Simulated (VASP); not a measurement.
# Ga27As26 (a cell with a defect) in VASP: further runs

Ga27As26 (a cell with a defect) is run at these levels: PBE; tasks: single point.

Everything below comes from runs of VASP 6.6.1. Logs are shortened: lines on timing, memory, paths and dates and some standing lists are left out, and cuts for length are marked.

### 1 The cell of the first run

The cell holds a defect, 53 atoms: a = 11.993 Å, b = 11.993 Å, c = 11.993 Å, α = 60.00°, β = 60.00°, γ = 60.00°.

### 2 Single point, PBE, collinear spin

INCAR

```
PREC     = Accurate       # precision mode
ENCUT    = 400            # plane-wave cutoff, eV
EDIFF    = 1E-6           # SCF threshold, eV
ISMEAR   = 0              # smearing method
SIGMA    = 0.05           # smearing width, eV
LREAL    = Auto         
LASPH    = True           # aspherical terms in the spheres
NELM     = 200            # most SCF steps
ALGO     = Normal         # electronic algorithm
ISIF     = 2              # what is computed and relaxed
LWAVE    = False          # write WAVECAR
LCHARG   = True           # write CHGCAR
ISPIN    = 2              # spin polarisation
MAGMOM   = 0.2 0.2 0 0.2 0 0 0 0 0 0.2 0 0 0 0 0 0 0 0 0 0 0 0 0 0 0 0 0 0 0 0 0 0 0 0 0 0 0 0 0 0 0 0 0 0 0 0 0 0 0 0 0 0 0 # initial moments
LORBIT   = 11             # projections on sites
GGA      = PE             # functional
LELF     = True           # ELF
LVHAR    = True         
NBANDS   = 406            # bands
GGA_COMPAT= False
```

KPOINTS

```
regular mesh
0
Gamma
  1 1 1
```

POSCAR

```
Ga27As26
1.0
    0.0000000000      8.4805500000      8.4805500000
    8.4805500000      0.0000000000      8.4805500000
    8.4805500000      8.4805500000      0.0000000000
Ga As
27 26
Direct
    0.0007889159      0.0013861912      0.0005945531
   -0.0011434314     -0.0004254973      0.3361763823
   -0.0015298055     -0.0014442439      0.6685220088
    0.0015255438      0.3278530385      0.0019598228
   -0.0013166115      0.3346846626      0.3340795200
   -0.0011007616      0.3344401717      0.6660224996
   -0.0014376950      0.6679720480     -0.0012385803
   -0.0013660177      0.6663645867      0.3340820238
   -0.0014148945      0.6676296735      0.6685164101
    0.3318911283      0.0005764347      0.0004272164
    0.3345816409     -0.0014169783      0.3342023221
    0.3343178872     -0.0011762394      0.6660442253
    0.3337885616      0.3344578539     -0.0011046258
    0.3333015496      0.3334610696      0.3332220055
    0.3338283293      0.3344214941      0.6661423633
    0.3339122547      0.6662468659     -0.0012139430
    0.3343074649      0.6662844308      0.3342434013
    0.3340678893      0.6664023972      0.6665673423
    0.6680995713     -0.0014333985     -0.0013285834
    0.6661799627     -0.0014239799      0.3341182621
    0.6677439255     -0.0014219645      0.6685192559
    0.6657868200      0.3343975531     -0.0009956729
    0.6658449117      0.3348125301      0.3340120297
    0.6662128665      0.3343336262      0.6665429686
    0.6682170544      0.6679132181     -0.0013075775
    0.6663296759      0.6663676988      0.3343389036
    0.6662884427      0.6663104678      0.6666203154
    0.0840146178      0.0840874718      0.4152123059
    0.0837961257      0.0838872979      0.7510748866
    0.0834154148      0.4144349971      0.0837463209
    0.0833280061      0.4169523730      0.4165531785
    0.0834499265      0.4144267245      0.7518769331
    0.0835395312      0.7515407110      0.0837123876
    0.0837979223      0.7507422086      0.4150747999
    0.0839350099      0.7497273811      0.7499501201
    0.4146772993      0.0838937678      0.0838087746
    0.4167502557      0.0834428531      0.4165827112
    0.4146972945      0.0838837209      0.7510516953
    0.4163983777      0.4168565253      0.0832925202
    0.4164475298      0.4168611485      0.4166699832
    0.4167614602      0.4169920655      0.7497928503
    0.4146356688      0.7510526569      0.0838061987
    0.4169602529      0.7496849224      0.4171277983
    0.4168891071      0.7497893513      0.7497500087
    0.7510801034      0.0838994624      0.0837286995
    0.7503136316      0.0841274997      0.4150674747
    0.7496557185      0.0841259217      0.7498957173
    0.7512968024      0.4145672587      0.0837257362
    0.7496211823      0.4170001572      0.4170872900
    0.7497195914      0.4169152389      0.7498627833
    0.7496902722      0.7497394569      0.0842220570
    0.7496298596      0.7496513875      0.4171555118
    0.7497090017      0.7497494326      0.7499114933
```

Potentials or basis: VASP PAW PBE potentials, release 64 (Ga_d, As_d).

Started as:

```bash
$ cat potpaw_PBE.64/Ga_d/POTCAR potpaw_PBE.64/As_d/POTCAR > POTCAR
$ mpirun -np 1 vasp_gam > vasp.out
```

OUTCAR:

```text
PREC = Accurate
   ENCUT = 400
   EDIFF = 1E-6
   ISMEAR = 0
   LREAL = Auto
   LASPH = True
   NELM = 200
   ISIF = 2
   ISPIN = 2
   LORBIT = 11
   GGA = PE

 ion  position               nearest neighbor table
   1  0.001  0.001  0.001-  29 2.44  45 2.45  33 2.45
   2  0.999  1.000  0.336-  46 2.43  28 2.44  34 2.44
   3  0.998  0.999  0.669-  47 2.44  35 2.44  29 2.48  28 2.48
   4  0.002  0.328  0.002-  32 2.45  48 2.45  30 2.45
   5  0.999  0.335  0.334-  49 2.44  31 2.44  30 2.45  28 2.45
   6  0.999  0.334  0.666-  50 2.44  31 2.44  32 2.45  29 2.45
   7  0.999  0.668  0.999-  35 2.44  51 2.44  33 2.48  30 2.48
   8  0.999  0.666  0.334-  52 2.44  31 2.44  33 2.45  34 2.45
   9  0.999  0.668  0.669-  53 2.44  35 2.44  32 2.48  34 2.48
  10  0.332  0.001  0.000-  38 2.44  36 2.44  42 2.44
  11  0.335  0.999  0.334-  43 2.44  37 2.44  36 2.45  28 2.45
  12  0.334  0.999  0.666-  44 2.44  37 2.44  38 2.45  29 2.45
  13  0.334  0.334  0.999-  41 2.44  39 2.44  30 2.45  36 2.45
  14  0.333  0.333  0.333-  39 2.45  31 2.45  40 2.45  37 2.45
  15  0.334  0.334  0.666-  41 2.44  40 2.44  32 2.45  38 2.45
  16  0.334  0.666  0.999-  44 2.44  39 2.44  33 2.45  42 2.45
[... 35 lines left out ...]
  52  0.750  0.750  0.417-  20 2.44   8 2.44  26 2.44  27 2.44
  53  0.750  0.750  0.750-  25 2.44  21 2.44   9 2.44  27 2.45

  LATTYP: Found a face centered cubic cell.
 ALAT       =    16.9611000000

  Lattice vectors:

 A1 = (   0.0000000000,   8.4805500000,   8.4805500000)
 A2 = (   8.4805500000,   0.0000000000,   8.4805500000)
 A3 = (   8.4805500000,   8.4805500000,   0.0000000000)

Analysis of symmetry for initial positions (statically):
=====================================================================
 Subroutine PRICEL returns:
 Original cell was already a primitive cell.

 Routine SETGRP: Setting up the symmetry group for a
 face centered cubic supercell.

 Subroutine GETGRP returns: Found  1 space group operations
 (whereof  1 operations were pure point group operations)
 out of a pool of 48 trial point group operations.

The static configuration has the point symmetry C_1 .

Analysis of symmetry for dynamics (positions and initial velocities):
=====================================================================
 Subroutine PRICEL returns:
 Original cell was already a primitive cell.

 Routine SETGRP: Setting up the symmetry group for a
 face centered cubic supercell.

 Subroutine GETGRP returns: Found  1 space group operations
 (whereof  1 operations were pure point group operations)
 out of a pool of 48 trial point group operations.
[... 238 lines left out ...]
  ext. energy  EPLUGINS =         0.00000000
  ---------------------------------------------------
  free energy    TOTEN  =      -202.35162053 eV

  energy without entropy =     -202.32341105  energy(sigma->0) =     -202.33751579

 E-fermi :   3.7764     XC(G=0):  -9.7636

 val. band max:        3.7764010487   @ k =   0.0000   0.0000   0.0000
 cond. band min:       3.7764015147   @ k =   0.0000   0.0000   0.0000
 fundamental gap:      0.0000004660
 Fermi energy:         3.7764012817

 spin component 1

 k-point     1 :       0.0000    0.0000    0.0000
  band No.  band energies     occupation
      1     -32.0076      1.00000
      2     -32.0055      1.00000
      3     -32.0034      1.00000
      4     -32.0016      1.00000
      5     -32.0013      1.00000
      6     -32.0000      1.00000
[... 374 lines left out ...]
    381       4.5802      0.00000
    382       4.6261      0.00000
 Fermi energy:         3.7764012817

 spin component 2

 k-point     1 :       0.0000    0.0000    0.0000
  band No.  band energies     occupation
      1     -32.0076      1.00000
      2     -32.0055      1.00000
      3     -32.0034      1.00000
      4     -32.0016      1.00000
      5     -32.0013      1.00000
      6     -32.0000      1.00000
[... 374 lines left out ...]
    381       4.5802      0.00000
    382       4.6261      0.00000
 [bands above 382 left out]

------------------------ aborting loop because EDIFF is reached ----------------------------------------

  FORCE on cell =-STRESS in cart. coord.  units (eV):
  Direction    XX          YY          ZZ          XY          YZ          ZX
  --------------------------------------------------------------------------------------
  -------------------------------------------------------------------------------------
  Total       35.3413012     35.3493264     35.3266610      0.1424737     -0.0132628     -0.1938347
  in kB       46.4184960     46.4290366     46.3992670      0.1871300     -0.0174198     -0.2545893
  external PRESSURE =      46.4155999 kB  Pullay stress =       0.0000000 kB

 VOLUME and BASIS-vectors are now :
 -----------------------------------------------------------------------------
  energy-cutoff  :      400.00
  volume of cell :     1219.84
      direct lattice vectors                 reciprocal lattice vectors
     0.000000000  8.480550000  8.480550000    -0.058958440  0.058958440  0.058958440
     8.480550000  0.000000000  8.480550000     0.058958440 -0.058958440  0.058958440
     8.480550000  8.480550000  0.000000000     0.058958440  0.058958440 -0.058958440

 POSITION                                       TOTAL-FORCE (eV/Angst)
 -----------------------------------------------------------------------------------
      0.01680      0.01173      0.01845         0.001832      0.002866     -0.002429
     11.32790     11.32181     16.94779        -0.029309     -0.017383      0.022993
     14.13774     14.13701     16.93588         0.002232      0.001289     -0.001114
      2.79699      0.02956      2.79331         0.015630     -0.009369      0.012788
      5.67149     11.30256     11.30769        -0.004925      0.002067     -0.002159
      8.48447     14.11945     11.30745        -0.004041      0.002512     -0.003211
[... 45 lines left out ...]
      9.89516      9.89498     12.71473        -0.000422      0.002955     -0.006033
     12.71795     12.71761     12.71623         0.000874      0.005136      0.004529
 -----------------------------------------------------------------------------------
    total drift:                               -0.015950     -0.014864     -0.017698

  FREE ENERGIE OF THE ION-ELECTRON SYSTEM (eV)
  ---------------------------------------------------
  free  energy   TOTEN  =      -202.3516205304 eV

  energy  without entropy=     -202.3234110512  energy(sigma->0) =     -202.33751579

 total charge

# of ion       s       p       d       tot
------------------------------------------
    1        0.907   0.696   9.974  11.577
    2        0.906   0.706   9.975  11.586
    3        0.861   0.802   9.995  11.658
    4        0.908   0.691   9.973  11.572
    5        0.852   0.830   9.998  11.680
    6        0.851   0.830   9.998  11.679
[... 45 lines left out ...]
   52        1.427   2.283  10.039  13.750
   53        1.425   2.282  10.039  13.746
--------------------------------------------------
tot         60.429  80.452 530.863 671.744

 magnetization (x)

# of ion       s       p       d       tot
------------------------------------------
    1       -0.000  -0.000   0.000  -0.000
    2       -0.000  -0.000   0.000  -0.000
    3       -0.000  -0.000  -0.000  -0.000
    4       -0.000  -0.000   0.000  -0.000
    5       -0.000  -0.000   0.000  -0.000
    6       -0.000   0.000   0.000  -0.000
[... 45 lines left out ...]
   52       -0.000   0.000  -0.000  -0.000
   53        0.000   0.000   0.000   0.000
--------------------------------------------------
tot         -0.000   0.000  -0.000   0.000
```

Run time: 26 min. Hardware: 1 thread of Intel Xeon Platinum 8259CL at 2.50GHz (Skylake/Cascade Lake), shared host; peak memory 1.4 GiB.

Results:

* Free energy: -202.3516 eV
* Pressure: 4.6 GPa
* Largest force: 0.041 eV/Å
* Net moment: 0.00 μB per cell
* Valence electrons inside the program's atomic spheres: Ga 11.58, 11.59, 11.66, 11.57, 11.68 (each value once); As 13.71, 13.70, 13.74, 13.75 (each value once)

Forces on the atoms (eV/Å):
```
Ga   0.002  0.003 -0.002
Ga  -0.029 -0.017  0.023
Ga   0.002  0.001 -0.001
Ga   0.016 -0.009  0.013
Ga  -0.005  0.002 -0.002
Ga  -0.004  0.003 -0.003
Ga  -0.002 -0.008 -0.006
Ga  -0.001  0.003 -0.001
Ga   0.011 -0.001  0.000
Ga   0.006 -0.005 -0.004
Ga   0.008 -0.006  0.002
Ga   0.003 -0.008 -0.001
Ga  -0.003  0.005 -0.005
Ga   0.004  0.002  0.001
Ga  -0.003  0.002  0.002
Ga   0.006  0.009  0.003
Ga  -0.007 -0.005 -0.005
Ga  -0.011  0.009  0.008
Ga  -0.001 -0.001  0.001
Ga   0.011 -0.003  0.007
Ga  -0.008  0.002  0.011
Ga  -0.002  0.004 -0.001
Ga  -0.007  0.006 -0.011
Ga   0.007 -0.008  0.007
Ga   0.002 -0.003  0.001
Ga   0.007  0.011 -0.007
Ga  -0.012 -0.009 -0.008
As   0.009  0.006 -0.001
As  -0.004 -0.005  0.008
As  -0.001  0.003 -0.001
As   0.002  0.002  0.004
As  -0.010 -0.001 -0.002
As  -0.001  0.003 -0.002
As  -0.002  0.010 -0.011
As   0.000 -0.001 -0.004
As   0.001  0.002  0.004
As   0.000  0.001  0.002
As   0.001 -0.006  0.001
As   0.005  0.001 -0.001
As   0.000 -0.006 -0.001
As   0.000  0.000  0.004
As  -0.005  0.005 -0.004
As   0.001  0.005  0.000
As  -0.006  0.001  0.001
As   0.002 -0.002 -0.002
As   0.020 -0.005 -0.019
As  -0.001  0.000 -0.003
As  -0.005  0.004 -0.001
As   0.005  0.002  0.002
As   0.001 -0.006  0.003
As  -0.003  0.001  0.002
As   0.000  0.003 -0.006
As   0.001  0.005  0.005
```

Levels at points of the mesh, in eV from the Fermi level:
Spin up:
```csv
k point,band 367,band 368,band 369,band 370,band 371,band 372,band 373,band 374,band 375,band 376
"(0.00, 0.00, 0.00)",-1.56,-0.80,-0.80,-0.80,0.00,0.42,0.43,0.44,0.53,0.54
```
Spin down:
```
           k point  band 368  band 369  band 370  band 371  band 372  band 373  band 374  band 375
(0.00, 0.00, 0.00)     -0.80     -0.80     -0.80      0.00      0.42      0.43      0.44      0.53
```

Caveat: the k points lie up to 0.64 Å⁻¹ apart.

### 3 Single point, PBE, collinear spin, zero start

INCAR

```
SYSTEM = Ga27As26
ALGO = Normal
EDIFF = 1E-7
ENCUT = 520
GGA = PE
ISIF = 2
ISMEAR = 0
ISPIN = 2
LASPH = .TRUE.
LCHARG = .FALSE.
LORBIT = 11
LREAL = Auto
LWAVE = .FALSE.
MAGMOM = 0 0 0 0 0 0 0 0 0 0 0 0 0 0 0 0 0 0 0 0 0 0 0 0 0 0 0 0 0 0 0 0 0 0 0 0 0 0 0 0 0 0 0 0 0 0 0 0 0 0 0 0 0
NBANDS = 276
NELM = 150
PREC = Accurate
SIGMA = 0.05
```

KPOINTS

```
k-points
0
G
  1 1 1
  0 0 0
```

POSCAR is that of step 2.

Potentials or basis: VASP PAW PBE potentials, release 64 (Ga_d, As).

Started as:

```bash
$ cat potpaw_PBE.64/Ga_d/POTCAR potpaw_PBE.64/As/POTCAR > POTCAR
$ mpirun -np 1 vasp_gam > vasp.out
```

Wall time 62 min (1 thread of Intel Xeon 8259CL, shared host); peak memory 1.8 GiB.

The run converged. Its results:

| Quantity | Value |
| --- | --- |
| Free energy | -201.9656 eV |
| Pressure | 5.1 GPa |
| Largest force | 0.051 eV/Å |
| Net moment | 0.00 μB per cell |
| Valence electrons inside the program's atomic spheres | Ga 11.58, 11.59, 11.66, 11.57, 11.68, 11.69 (each value once); As 2.85, 2.88 (each value once) |

Forces in eV/Å, atoms in the order of the input:
```
Ga   0.006  0.009  0.002
Ga  -0.035 -0.022  0.030
Ga   0.001  0.000  0.003
Ga   0.008 -0.005  0.005
Ga  -0.006  0.004  0.000
Ga  -0.006  0.003 -0.003
Ga  -0.002 -0.004 -0.007
Ga  -0.002  0.004  0.001
Ga   0.009 -0.001  0.000
Ga   0.011 -0.012 -0.011
Ga   0.010 -0.007  0.004
Ga   0.004 -0.010  0.000
Ga  -0.001  0.007 -0.006
Ga   0.002  0.000  0.000
Ga  -0.004  0.002  0.002
Ga   0.007  0.010  0.003
Ga  -0.008 -0.006 -0.005
Ga  -0.011  0.011  0.008
Ga   0.002 -0.001  0.001
Ga   0.012 -0.003  0.009
Ga  -0.007 -0.001  0.012
Ga  -0.001  0.005 -0.002
Ga  -0.007  0.005 -0.011
Ga   0.007 -0.009  0.007
Ga   0.002 -0.003 -0.001
Ga   0.007  0.011 -0.008
Ga  -0.011 -0.008 -0.009
As   0.006  0.003  0.010
As  -0.002 -0.003  0.009
As   0.000  0.004  0.001
As  -0.002  0.003  0.003
As  -0.010  0.000 -0.002
As  -0.001  0.005  0.001
As  -0.007  0.003 -0.004
As  -0.008  0.009  0.005
As   0.005 -0.001  0.002
As   0.000 -0.002 -0.001
As   0.004 -0.009 -0.002
As   0.004  0.001 -0.004
As  -0.004 -0.001 -0.001
As   0.000 -0.002  0.008
As  -0.003  0.003 -0.006
As   0.001  0.022 -0.001
As  -0.010  0.000 -0.001
As   0.003  0.001  0.002
As   0.016 -0.015 -0.013
As   0.011 -0.007  0.006
As  -0.007  0.007 -0.001
As   0.021  0.001 -0.001
As   0.000 -0.008  0.002
As   0.006  0.010 -0.007
As   0.000  0.003 -0.020
As  -0.009 -0.006 -0.009
```

Levels at points of the mesh, in eV from the Fermi level:
Spin up:
| k point | band 238 | band 239 | band 240 | band 241 | band 242 | band 243 |
| --- | --- | --- | --- | --- | --- | --- |
| (0.00, 0.00, 0.00) | -0.81 | -0.81 | -0.80 | 0.00 | 0.41 | 0.42 |
Spin down:
```csv
k point,band 236,band 237,band 238,band 239,band 240,band 241,band 242,band 243,band 244,band 245
"(0.00, 0.00, 0.00)",-1.57,-1.57,-0.81,-0.81,-0.80,0.00,0.41,0.42,0.44,0.53
```

Caveat: the k points lie up to 0.64 Å⁻¹ apart; no moment was typed at the start, so none could form.
